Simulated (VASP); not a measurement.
Wanted: the native input for a VASP 6.6.1 run.

```yaml
Task: single point
Functional: PBE
Potentials_or_basis: VASP PAW PBE potentials, release 64 (Re)
Cutoff: 520 eV
k_mesh: 18 × 18 × 10
Occupations: gaussian, width 0.15 eV
Spin: no spin polarisation
Dipole_correction: no
Further_INCAR_settings: ALGO = Normal; EDIFF = 1e-07; NBANDS = 14
```

The structure of Re lies in POSCAR:

```
Re
1.0
    2.8117293136      0.0000000000      0.0000000000
   -1.4058646568      2.4350290142      0.0000000000
    0.0000000000      0.0000000000      4.4842238099
Re
2
Direct
    0.3333333333      0.6666666667      0.2283240079
    0.6666666667      0.3333333333      0.7716759921
```

This cell differs from its parent crystal: atoms displaced along a vibrational mode, the cell strained.

These files were run (other wordings do the same):

INCAR

```
  ALGO = Normal
  EDIFF = 1E-7
  ENCUT = 520
  GGA = PE
  ISIF = 2
  ISMEAR = 0
  LASPH = T
  LCHARG = T
  LELF = T
  LREAL = F
  LVHAR = T
  LWAVE = F
  NBANDS = 14
  NELM = 100
  PREC = Accurate
  SIGMA = 0.15
```

KPOINTS

```
k-points
0
Gamma
  18 18 10
```

Potentials or basis: VASP PAW PBE potentials, release 64 (Re).

The run is started by

```bash
$ cat potpaw_PBE.64/Re/POTCAR > POTCAR
$ mpirun -np 1 vasp_std > vasp.out
```

It gave:

| Quantity | Value |
| --- | --- |
| Pressure | -4.1 GPa |
| Largest force | 1.399 eV/Å |
| Band gap on the k mesh | zero (bands 7 and 8 overlap by 2.85 eV) |

Caveat: the cell differs from its parent crystal (atoms displaced along a vibrational mode, the cell strained); the stress differs along the axes, from -7 to 2 GPa; spin-orbit coupling is left out, which moves the levels of the heavy elements; forces of over 1 eV/Å act on the atoms, so gaps and moduli don't describe the material at rest.

Wall time 3 min on 1 thread of Oxide Virtual Turin-like Processor, with other jobs on the host, peak memory 0.22 GiB.
